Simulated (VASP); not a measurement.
# SiC (P6_3mc) in VASP: further runs, part 3 of 3

VASP 6.6.1.

### 6 Single point, r2SCAN (volume changed by -3%)

Input file POSCAR:

```
SiC
1.0
    3.0472143290      0.0000000000      0.0000000000
   -1.5236071645      2.6389650197      0.0000000000
    0.0000000000      0.0000000000     14.9556002176
Si C
6 6
Direct
    0.3333333333      0.6666666667      0.8329803521
    0.6666666667      0.3333333333      0.3329803521
    0.6666666667      0.3333333333      0.6664987305
    0.3333333333      0.6666666667      0.1664987305
    0.0000000000      0.0000000000      0.4997152397
    0.0000000000      0.0000000000      0.9997152397
    0.0000000000      0.0000000000      0.8743698193
    0.0000000000      0.0000000000      0.3743698193
    0.3333333333      0.6666666667      0.7080026922
    0.6666666667      0.3333333333      0.2080026922
    0.6666666667      0.3333333333      0.5415341664
    0.3333333333      0.6666666667      0.0415341664
```

Input file INCAR.step1:

```
  PREC = Accurate
  ENCUT = 520
  ISMEAR = 0
  SIGMA = 0.01
  LREAL = F
  LASPH = T
  NELM = 80
  NBANDS = 36
  GGA = PE
  ALGO = Normal
  EDIFF = 1E-4
  LWAVE = T
  LCHARG = F
```

Input file INCAR.step2:

```
  PREC = Accurate
  ENCUT = 520
  EDIFF = 1E-7
  ISMEAR = 0
  SIGMA = 0.01
  LREAL = F
  LASPH = T
  NELM = 80
  ALGO = Normal
  ISIF = 2
  LWAVE = F
  LCHARG = T
  METAGGA = R2SCAN
  LMIXTAU = T
  LELF = T
  LVHAR = T
  NBANDS = 36
  ISTART = 1
```

Input file KPOINTS:

```
Automatic mesh
0
Gamma
  9 9 2
```

Potentials or basis: VASP PAW PBE potentials, release 64 (Si, C).

The run is started by

```console
$ cat potpaw_PBE.64/Si/POTCAR potpaw_PBE.64/C/POTCAR > POTCAR
$ cp INCAR.step1 INCAR
$ mpirun -np 1 vasp_std > vasp.out
$ cp INCAR.step2 INCAR
$ mpirun -np 1 vasp_std > vasp.out
```

OUTCAR:

```text
PREC = Accurate
   ENCUT = 520
   EDIFF = 1E-7
   ISMEAR = 0
   LREAL = F
   LASPH = T
   NELM = 80
   ISIF = 2
   METAGGA = R2SCAN
   ISTART = 1

 ion  position               nearest neighbor table
   1  0.333  0.667  0.833-   7 1.87   7 1.87   7 1.87   9 1.87   3 3.05   3 3.05   3 3.05   6 3.05
                             6 3.05   6 3.05
   2  0.667  0.333  0.333-   8 1.87   8 1.87   8 1.87  10 1.87   4 3.05   4 3.05   4 3.05   5 3.05
                             5 3.05   5 3.05
   3  0.667  0.333  0.666-   9 1.87   9 1.87   9 1.87  11 1.87   1 3.05   1 3.05   1 3.05   5 3.05
                             5 3.05   5 3.05
   4  0.333  0.667  0.166-  10 1.87  10 1.87  10 1.87  12 1.87   2 3.05   2 3.05   2 3.05   6 3.05
                             6 3.05   6 3.05
   5  0.000  0.000  0.500-  11 1.87  11 1.87  11 1.87   8 1.87   2 3.05   2 3.05   2 3.05   3 3.05
                             3 3.05   3 3.05
   6  0.000  0.000  1.000-  12 1.87  12 1.87  12 1.87   7 1.87   1 3.05   1 3.05   1 3.05   4 3.05
                             4 3.05   4 3.05
   7  0.000  0.000  0.874-   1 1.87   1 1.87   1 1.87   6 1.87
   8  0.000  0.000  0.374-   2 1.87   2 1.87   2 1.87   5 1.87
   9  0.333  0.667  0.708-   3 1.87   3 1.87   3 1.87   1 1.87
  10  0.667  0.333  0.208-   4 1.87   4 1.87   4 1.87   2 1.87
  11  0.667  0.333  0.542-   5 1.87   5 1.87   5 1.87   3 1.87
  12  0.333  0.667  0.042-   6 1.87   6 1.87   6 1.87   4 1.87

  LATTYP: Found a hexagonal cell.
 ALAT       =     3.0472143290
 C/A-ratio  =     4.9079580899

  Lattice vectors:

 A1 = (   3.0472143290,   0.0000000000,   0.0000000000)
 A2 = (  -1.5236071645,   2.6389650197,   0.0000000000)
 A3 = (   0.0000000000,   0.0000000000,  14.9556002176)

Analysis of symmetry for initial positions (statically):
=====================================================================
 Subroutine PRICEL returns:
 Original cell was already a primitive cell.

 Routine SETGRP: Setting up the symmetry group for a
[... 171 lines left out ...]
   LRPA    =     F    only Hartree local field effects (RPA)
 non-spin polarized calculation
 Gauss-broadening in eV      SIGMA  =   0.01
  energy-cutoff  :      520.00
  volume of cell :      120.27
 maximum number of plane-waves:      3260
 NGX is ok and might be reduce to    24
   NGX = 11   NGY = 11   NGZ = 55

 number of electron      47.9999996 magnetization

 Free energy of the ion-electron system (eV)
  ---------------------------------------------------
  ext. energy  EPLUGINS =         0.00000000
  ---------------------------------------------------
  free energy    TOTEN  =      -115.88335714 eV

  energy without entropy =     -115.88335714  energy(sigma->0) =     -115.88335714

 E-fermi :   8.4750     XC(G=0): -12.0754

 val. band max:        8.3915590319   @ k =   0.0000   0.0000   0.0000
 cond. band min:      10.8853074179   @ k =   0.4444   0.0000   0.0000
 fundamental gap:      2.4937483861
 Fermi energy:         8.4750203701

 k-point     1 :       0.0000    0.0000    0.0000
  band No.  band energies     occupation
      1      -8.1009      2.00000
      2      -7.5475      2.00000
      3      -7.5092      2.00000
      4      -5.9305      2.00000
      5      -5.8981      2.00000
      6      -4.3567      2.00000
[... 925 lines left out ...]
     35      18.7101      0.00000
     36      18.7101      0.00000

------------------------ aborting loop because EDIFF is reached ----------------------------------------

  FORCE on cell =-STRESS in cart. coord.  units (eV):
  Direction    XX          YY          ZZ          XY          YZ          ZX
  --------------------------------------------------------------------------------------
  -------------------------------------------------------------------------------------
  Total        5.3998766      5.3998766      5.2853977      0.0000000      0.0000000      0.0000000
  in kB       71.9372668     71.9372668     70.4121767      0.0000000      0.0000000      0.0000000
  external PRESSURE =      71.4289034 kB  Pullay stress =       0.0000000 kB

 VOLUME and BASIS-vectors are now :
 -----------------------------------------------------------------------------
  energy-cutoff  :      520.00
  volume of cell :      120.27
      direct lattice vectors                 reciprocal lattice vectors
     3.047214329  0.000000000  0.000000000     0.328168580  0.189468218  0.000000000
    -1.523607164  2.638965020  0.000000000     0.000000000  0.378936436  0.000000000
     0.000000000  0.000000000 14.955600218     0.000000000  0.000000000  0.066864585

 POSITION                                       TOTAL-FORCE (eV/Angst)
 -----------------------------------------------------------------------------------
     -0.00000      1.75931     12.45772        -0.000000     -0.000000      0.004419
      1.52361      0.87966      4.97992        -0.000000      0.000000      0.004419
      1.52361      0.87966      9.96789         0.000000     -0.000000      0.001453
     -0.00000      1.75931      2.49009        -0.000000      0.000000      0.001453
      0.00000      0.00000      7.47354        -0.000000     -0.000000     -0.006437
      0.00000      0.00000     14.95134         0.000000      0.000000     -0.006437
      0.00000      0.00000     13.07673         0.000000     -0.000000      0.004330
      0.00000      0.00000      5.59893         0.000000     -0.000000      0.004330
     -0.00000      1.75931     10.58861         0.000000     -0.000000     -0.001594
      1.52361      0.87966      3.11081         0.000000      0.000000     -0.001594
      1.52361      0.87966      8.09897        -0.000000     -0.000000     -0.002171
     -0.00000      1.75931      0.62117         0.000000     -0.000000     -0.002171
 -----------------------------------------------------------------------------------
    total drift:                               -0.000000     -0.000000      0.000143

  FREE ENERGIE OF THE ION-ELECTRON SYSTEM (eV)
  ---------------------------------------------------
  free  energy   TOTEN  =      -115.8833571352 eV

  energy  without entropy=     -115.8833571352  energy(sigma->0) =     -115.88335714
```

OSZICAR.step1:

```text
N       E                     dE             d eps       ncg     rms          rms(c)
DAV:   1     0.127012081017E+03    0.12701E+03   -0.21863E+04  1728   0.119E+03
DAV:   2    -0.897783889184E+02   -0.21679E+03   -0.20265E+03  2236   0.213E+02
DAV:   3    -0.101682990227E+03   -0.11905E+02   -0.11821E+02  2272   0.472E+01
DAV:   4    -0.101855471236E+03   -0.17248E+00   -0.17213E+00  2208   0.652E+00
DAV:   5    -0.101858964460E+03   -0.34932E-02   -0.34907E-02  2200   0.884E-01    0.224E+01
DAV:   6    -0.905458443615E+02    0.11313E+02   -0.32406E+01  2124   0.212E+01    0.101E+01
DAV:   7    -0.902372136932E+02    0.30863E+00   -0.35469E+00  2296   0.716E+00    0.424E+00
DAV:   8    -0.901909885773E+02    0.46225E-01   -0.22127E-01  2096   0.188E+00    0.130E+00
DAV:   9    -0.901861002242E+02    0.48884E-02   -0.29915E-02  2160   0.799E-01    0.179E-01
DAV:  10    -0.901867352238E+02   -0.63500E-03   -0.21405E-03  2192   0.202E-01    0.952E-02
DAV:  11    -0.901868760135E+02   -0.14079E-03   -0.25859E-04  1744   0.923E-02    0.190E-02
DAV:  12    -0.901868785477E+02   -0.25342E-05   -0.29687E-05  1212   0.243E-02
   1 F= -.90186879E+02 E0= -.90186879E+02  d E =-.628007E-47
```

It took 12 min on 1 thread of Intel Xeon 8259CL, shared host; peak memory 0.29 GiB.

Results:

```
Free energy            : -115.8834 eV
Pressure               : 7.1 GPa
Largest force          : 0.006 eV/Å
Band gap on the k mesh : 2.49 eV, indirect (least direct gap 3.62 eV)
```

Forces on the atoms (eV/Å):
```
Si   0.000  0.000  0.004
Si   0.000  0.000  0.004
Si   0.000  0.000  0.001
Si   0.000  0.000  0.001
Si   0.000  0.000 -0.006
Si   0.000  0.000 -0.006
C    0.000  0.000  0.004
C    0.000  0.000  0.004
C    0.000  0.000 -0.002
C    0.000  0.000 -0.002
C    0.000  0.000 -0.002
C    0.000  0.000 -0.002
```

Caveat: the PAW data sets were made with another functional, which shifts forces and pressure a little. A k mesh can miss the band edges.

### 7 Overview

```csv
level,cell,gap on the mesh (eV),pressure (GPa),largest force (eV/Å)
PBE,"a = 3.095, b = 3.095, c = 15.187 Å, angles 90.0, 90.0, 120.0°, 12 atoms",2.11,0.0,-
PBE,"a = 3.126, b = 3.126, c = 15.337 Å, angles 90.0, 90.0, 120.0°, 12 atoms",2.12,-6.0,0.01
PBE,"a = 3.156, b = 3.156, c = 15.484 Å, angles 90.0, 90.0, 120.0°, 12 atoms",2.12,-11.1,0.02
r2SCAN,"a = 3.015, b = 3.015, c = 14.800 Å, angles 90.0, 90.0, 120.0°, 12 atoms",2.50,15.6,0.02
r2SCAN,"a = 3.047, b = 3.047, c = 14.956 Å, angles 90.0, 90.0, 120.0°, 12 atoms",2.49,7.1,0.01
```

Alike in all rows: task single point; potentials or basis VASP PAW PBE potentials, release 64 (Si, C); no spin polarisation; k mesh 9 × 9 × 2; cutoff (eV) 520; smearing gaussian 0.01 eV.

Caveats: the PAW data sets were made with another functional, which shifts forces and pressure a little (some runs).

Absolute energies hang on the potentials; compare differences alone.
